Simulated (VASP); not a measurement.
# BeS (Fm-3m) in VASP: single point with PBEsol

Aim: the single point of BeS with PBEsol.

Everything below comes from runs of VASP 6.6.1. Logs are shortened: lines on timing, memory, paths and dates and some standing lists are left out, and cuts for length are marked.

**1. The cell of the first run**

It takes space group Fm-3m (No. 225, cubic). Conventional cell: a = 4.635 Å, b = 4.635 Å, c = 4.635 Å, α = 90.00°, β = 90.00°, γ = 90.00°. Be (site symmetry m-3m) has 6 S at 2.32 Å within 3.1 Å. Within 3.1 Å of S (site symmetry m-3m) lie 6 Be at 2.32 Å.

**2. Single point, PBEsol**

Contents of INCAR:

```
SYSTEM = BeS
PREC = Accurate ; ENCUT = 600
EDIFF = 1E-6 ; ISMEAR = 1
SIGMA = 0.2 ; LREAL = .False.
LASPH = .True. ; NELM = 120
ALGO = Normal ; ISIF = 2
LWAVE = .False. ; LCHARG = .False.
GGA = PS ; NBANDS = 11
GGA_COMPAT = .False.
```

Contents of KPOINTS:

```
Automatic mesh
0
Gamma
  6 6 6
  0 0 0
```

Contents of POSCAR:

```
BeS
1.0
    0.0000000000      2.3172971969      2.3172971969
    2.3172971969      0.0000000000      2.3172971969
    2.3172971969      2.3172971969      0.0000000000
Be S
1 1
Direct
    0.0000000000      0.0000000000      0.0000000000
    0.5000000000      0.5000000000      0.5000000000
```

Potentials or basis: VASP PAW PBE potentials, release 64 (Be, S).

Run with:

```bash
$ cat potpaw_PBE.64/Be/POTCAR potpaw_PBE.64/S/POTCAR > POTCAR
$ mpirun -np 1 vasp_std > vasp.out
```

OUTCAR:

```text
SYSTEM = BeS
   PREC = Accurate
   ENCUT = 600
   EDIFF = 1E-6
   ISMEAR = 1
   LREAL = .False.
   LASPH = .True.
   NELM = 120
   ISIF = 2
   GGA = PS

 ion  position               nearest neighbor table
   1  0.000  0.000  0.000-   2 2.32   2 2.32   2 2.32   2 2.32   2 2.32   2 2.32
   2  0.500  0.500  0.500-   1 2.32   1 2.32   1 2.32   1 2.32   1 2.32   1 2.32

  LATTYP: Found a face centered cubic cell.
 ALAT       =     4.6345943938

  Lattice vectors:

 A1 = (   0.0000000000,   2.3172971969,   2.3172971969)
 A2 = (   2.3172971969,   0.0000000000,   2.3172971969)
 A3 = (   2.3172971969,   2.3172971969,   0.0000000000)

Analysis of symmetry for initial positions (statically):
=====================================================================
 Subroutine PRICEL returns:
 Original cell was already a primitive cell.

 Routine SETGRP: Setting up the symmetry group for a
 face centered cubic supercell.

 Subroutine GETGRP returns: Found 48 space group operations
 (whereof 48 operations were pure point group operations)
 out of a pool of 48 trial point group operations.

The static configuration has the point symmetry O_h .

Analysis of symmetry for dynamics (positions and initial velocities):
=====================================================================
 Subroutine PRICEL returns:
 Original cell was already a primitive cell.

 Routine SETGRP: Setting up the symmetry group for a
 face centered cubic supercell.

 Subroutine GETGRP returns: Found 48 space group operations
 (whereof 48 operations were pure point group operations)
 out of a pool of 48 trial point group operations.

The dynamic configuration has the point symmetry O_h .

 Subroutine INISYM returns: Found 48 space group operations
 (whereof 48 operations are pure point group operations),
 and found     1 'primitive' translations

----------------------------------------------------------------------------------------

                                     Primitive cell

  volume of cell :      24.8872

  direct lattice vectors                    reciprocal lattice vectors
     0.000000000  2.317297197  2.317297197    -0.215768612  0.215768612  0.215768612
     2.317297197  0.000000000  2.317297197     0.215768612 -0.215768612  0.215768612
     2.317297197  2.317297197  0.000000000     0.215768612  0.215768612 -0.215768612

  length of vectors
     3.277153124  3.277153124  3.277153124     0.373722199  0.373722199  0.373722199

  position of ions in fractional coordinates (direct lattice)
     0.000000000  0.000000000  0.000000000
[... 79 lines left out ...]
   PSTRESS=    0.0 pullay stress
   NELECT =       8.0000    total number of electrons
   NUPDOWN=      -1.0000    fix difference up-down
   EMIN   =  10.00;   EMAX   =-10.00  energy-range for DOS
   EFERMI =   0.00;   METHOD = LEGACY
   ISMEAR =     1;   SIGMA  =   0.20  broadening in eV -4-tet -1-fermi 0-gaus
   EFERMI_NEDOS =   21; number of points for ismear=-14 and -15
   IALGO  =     38    algorithm
   IMIX   =      4    mixing-type and parameters
     AMIX     =   0.40;   BMIX     =  1.00
     AMIX_MAG =   1.60;   BMIX_MAG =  1.00
  volume/ion in A,a.u.               =      12.44        83.97
  Fermi-wavevector in a.u.,A,eV,Ry     =   1.121450  2.119232 17.111356  1.257649
  Thomas-Fermi vector in A             =   2.258103
   LORBIT       =      0    0 simple, 1 ext, 2 COOP (PROOUT), +10 PAW based schemes
   GGA     = PS    functional components
   LHFCALC =     F    Hartree Fock is set to
   AEXX    =    0.0000 exact exchange contribution
   IVDW    =     0    specifies the selected vdW correction
   LEPSILON=     F    determine dielectric tensor
   LRPA    =     F    only Hartree local field effects (RPA)
 non-spin polarized calculation
 Methfessel and Paxton  Order N= 1 SIGMA  =   0.20
  energy-cutoff  :      600.00
  volume of cell :       24.89
 maximum number of plane-waves:       869
 NGX is ok and might be reduce to    28
   NGX = 13   NGY = 13   NGZ = 13

 number of electron       7.9999999 magnetization

 Free energy of the ion-electron system (eV)
  ---------------------------------------------------
  ext. energy  EPLUGINS =         0.00000000
  ---------------------------------------------------
  free energy    TOTEN  =        -9.56215381 eV

  energy without entropy =       -9.56284353  energy(sigma->0) =       -9.56238371

 E-fermi :   6.7373     XC(G=0): -10.7176

 val. band max:        6.5699107278   @ k =  -0.1667   0.1667   0.0000
 cond. band min:       7.5290930104   @ k =   0.5000   0.5000   0.0000
 fundamental gap:      0.9591822826
 Fermi energy:         6.7372844817

 k-point     1 :       0.0000    0.0000    0.0000
  band No.  band energies     occupation
      1      -8.5358      2.00000
      2       6.2812      2.00584
      3       6.2812      2.00584
      4       6.2812      2.00584
      5      11.7992      0.00000
      6      15.3269      0.00000
      7      15.3269      0.00000
      8      15.3269      0.00000
      9      16.1235      0.00000
     10      16.1235      0.00000
     11      16.1235      0.00000
[... 197 lines left out ...]
 k-point    16 :      -0.3333    0.5000    0.1667
  band No.  band energies     occupation
      1      -5.1726      2.00000
      2       0.3563      2.00000
      3       2.0336      2.00000
      4       2.7631      2.00000
      5       9.6890     -0.00000
      6      13.3795      0.00000
      7      14.2028      0.00000
      8      18.1103      0.00000
      9      18.9549      0.00000
     10      21.1578      0.00000
     11      24.7339      0.00000

------------------------ aborting loop because EDIFF is reached ----------------------------------------

  FORCE on cell =-STRESS in cart. coord.  units (eV):
  Direction    XX          YY          ZZ          XY          YZ          ZX
  --------------------------------------------------------------------------------------
  -------------------------------------------------------------------------------------
  Total       -0.4302835     -0.4302835     -0.4302835      0.0000000      0.0000000     -0.0000000
  in kB      -27.7006542    -27.7006542    -27.7006542      0.0000000      0.0000000     -0.0000000
  external PRESSURE =     -27.7006542 kB  Pullay stress =       0.0000000 kB

 VOLUME and BASIS-vectors are now :
 -----------------------------------------------------------------------------
  energy-cutoff  :      600.00
  volume of cell :       24.89
      direct lattice vectors                 reciprocal lattice vectors
     0.000000000  2.317297197  2.317297197    -0.215768612  0.215768612  0.215768612
     2.317297197  0.000000000  2.317297197     0.215768612 -0.215768612  0.215768612
     2.317297197  2.317297197  0.000000000     0.215768612  0.215768612 -0.215768612

 POSITION                                       TOTAL-FORCE (eV/Angst)
 -----------------------------------------------------------------------------------
      0.00000      0.00000      0.00000         0.000000      0.000000      0.000000
      2.31730      2.31730      2.31730        -0.000000     -0.000000     -0.000000
 -----------------------------------------------------------------------------------
    total drift:                                0.000000      0.000000      0.000000

  FREE ENERGIE OF THE ION-ELECTRON SYSTEM (eV)
  ---------------------------------------------------
  free  energy   TOTEN  =        -9.5621538055 eV

  energy  without entropy=       -9.5628435273  energy(sigma->0) =       -9.56238371
```

stdout:

```text
POSCAR found type information on POSCAR BeS
 POSCAR found :  2 types and       2 ions
 scaLAPACK will be used
 -----------------------------------------------------------------------------
|                                                                             |
|                                                                             |
|     You enforced a specific xc type in the INCAR file but a different       |
|     I HOPE YOU KNOW WHAT YOU ARE DOING!                                     |
|                                                                             |
 -----------------------------------------------------------------------------

 LDA part: xc-table for (Slater+PW92), standard interpolation
 POSCAR, INCAR and KPOINTS ok, starting setup
 FFT: planning ... GRIDC
 FFT: planning ... GRID_SOFT
 FFT: planning ... GRID
 WAVECAR not read
 entering main loop
```

Wall time 8.1 s (1 thread of AMD EPYC 7R13 (Zen 3), shared host); peak memory 0.11 GiB.

Results:

```yaml
Free_energy: -9.5622 eV
Pressure: -2.8 GPa
Band_gap_on_the_k_mesh: 0.96 eV, indirect (least direct gap 4.15 eV)
```

Caveat: the PAW data sets were made with another functional, which shifts forces and pressure a little. A hybrid or GW would open this gap; PBEsol tends to underestimate it.
